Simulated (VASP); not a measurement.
Input of a VASP 6.6.1 run:

Contents of POSCAR:

```
CdS
1.0
    4.1645692036      0.0000000000      0.0000000000
   -2.0822846018      3.6066227262      0.0000000000
    0.0000000000      0.0000000000      6.7679914703
Cd S
2 2
Direct
    0.3333333333      0.6666666667      0.0000570358
    0.6666666667      0.3333333333      0.5000570358
    0.3333333333      0.6666666667      0.3769429642
    0.6666666667      0.3333333333      0.8769429642
```

File INCAR.step1:

```
  PREC = Accurate
  ENCUT = 520
  ISMEAR = 0
  SIGMA = 0.01
  LREAL = F
  LASPH = T
  NELM = 60
  NBANDS = 26
  GGA = PE
  ALGO = Normal
  EDIFF = 1E-4
  LWAVE = T
  LCHARG = F
```

File INCAR.step2:

```
  PREC = Accurate
  ENCUT = 520
  EDIFF = 1E-6
  ISMEAR = 0
  SIGMA = 0.01
  LREAL = F
  LASPH = T
  NELM = 60
  ALGO = Normal
  ISIF = 2
  LWAVE = F
  LCHARG = F
  METAGGA = R2SCAN
  LMIXTAU = T
  NBANDS = 26
  ISTART = 1
```

The input KPOINTS:

```
regular mesh
0
Gamma
  12 12 6
```

Potentials or basis: VASP PAW PBE potentials, release 64 (Cd, S).

Run with:

```bash
$ cat potpaw_PBE.64/Cd/POTCAR potpaw_PBE.64/S/POTCAR > POTCAR
$ cp INCAR.step1 INCAR
$ mpirun -np 1 vasp_std > vasp.out
$ cp INCAR.step2 INCAR
$ mpirun -np 1 vasp_std > vasp.out
```

Q: What does it give for the pressure?

A: 0.3 GPa.

Q: Predict the band gap on the k mesh.

A: 1.63 eV.

Caveat: the cell differs from its parent crystal (atoms moved along the polar distortion); the PAW data sets were made with another functional, which shifts forces and pressure a little. A k mesh can miss the band edges.
